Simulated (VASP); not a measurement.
Set up this calculation in VASP 6.6.1, as the native input.

```yaml
Task: relaxation of cell and atoms
Functional: PBEsol
Dispersion: D3(BJ)
Potentials_or_basis: VASP PAW PBE potentials, release 64 (Al)
Cutoff: 600 eV
k_mesh: 18 × 18 × 18
Occupations: gaussian, width 0.1 eV
Spin: no spin polarisation
Dipole_correction: no
Further_INCAR_settings: ALGO = Fast; EDIFF = 1e-06; IBRION = 2; EDIFFG = -0.005; NSW = 100; ISIF = 3
```

The structure of Al lies in POSCAR:

```
Al
1.0
    0.0000000000      2.0239800000      2.0239800000
    2.0239800000      0.0000000000      2.0239800000
    2.0239800000      2.0239800000      0.0000000000
Al
1
Direct
    0.0000000000      0.0000000000      0.0000000000
```

The input as run:

INCAR

```
SYSTEM = Al
ALGO = Fast
EDIFF = 1E-6
EDIFFG = -0.005
ENCUT = 600
GGA = PS
IBRION = 2
ISIF = 3
ISMEAR = 0
IVDW = 12
LASPH = .TRUE.
LCHARG = .FALSE.
LREAL = .FALSE.
LWAVE = .FALSE.
NELM = 60
NSW = 100
PREC = Accurate
SIGMA = 0.1
```

KPOINTS

```
k-points
0
G
  18 18 18
  0 0 0
```

Potentials or basis: VASP PAW PBE potentials, release 64 (Al).

The run is started by

```bash
$ cat potpaw_PBE.64/Al/POTCAR > POTCAR
$ mpirun -np 1 vasp_std > vasp.out
```

It gave:

```json
{
 "Relaxed volume": "15.56 Å³/atom",
 "Relaxed cell": "a = 2.802 Å, b = 2.802 Å, c = 2.802 Å, α = 60.00°, β = 60.00°, γ = 60.00°",
 "Space group after relaxing (to 0.05 Å)": "Fm-3m (No. 225)",
 "Energy gained by relaxing": "16.7 meV/atom",
 "Ionic steps": "3",
 "Pressure after relaxing": "0.0 GPa",
 "Dispersion energy per atom": "-0.337 eV"
}
```

Caveat: the PAW data sets were made with another functional, which shifts forces and pressure a little; pairwise dispersion overbinds metals, which lowers pressure and volume.

Wall time 21 s on 1 thread of Intel(R) Xeon(R) Platinum 8375C CPU @ 2.90GHz (Ice Lake) (shared host), peak memory 0.15 GiB.
